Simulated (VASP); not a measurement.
Input of a VASP 6.6.1 run:

Contents of INCAR:

```
PREC = Accurate
ENCUT = 520
EDIFF = 1E-6
ISMEAR = -1
SIGMA = 0.05
LREAL = False
LASPH = True
NELM = 80
ALGO = Normal
ISIF = 2
LWAVE = False
LCHARG = False
GGA = PS
NBANDS = 36
```

KPOINTS

```
Automatic mesh
0
Gamma
  7 7 2
```

File POSCAR:

```
Pb
1.0
    3.5243661423      0.0000000000      0.0000000000
   -1.7621830712      3.0521906115      0.0000000000
    0.0000000000      0.0000000000     11.6101942281
Pb
4
Direct
    0.6666666667      0.3333333333      0.7500000000
    0.0000000000      0.0000000000      0.5000000000
    0.3333333333      0.6666666667      0.2500000000
    0.0000000000      0.0000000000      0.0000000000
```

Potentials or basis: VASP PAW PBE potentials, release 64 (Pb_d).

The run is started by

```bash
$ cat potpaw_PBE.64/Pb_d/POTCAR > POTCAR
$ mpirun -np 1 vasp_std > vasp.out
```

Problem. Estimate the band gap on the k mesh.

Solution. Zero (band 28 reaches 12.28 eV, above the bottom of band 29 at 5.60 eV).

Problem. What does it give for the pressure?

Solution. -1.7 GPa.

Stress tensor (GPa, compression positive):
```
-1.18  0.00  0.00
 0.00 -1.18  0.00
 0.00  0.00 -2.81
```

Caveat: the PAW data sets were made with another functional, which shifts forces and pressure a little; spin-orbit coupling is left out, which moves the levels of the heavy elements.
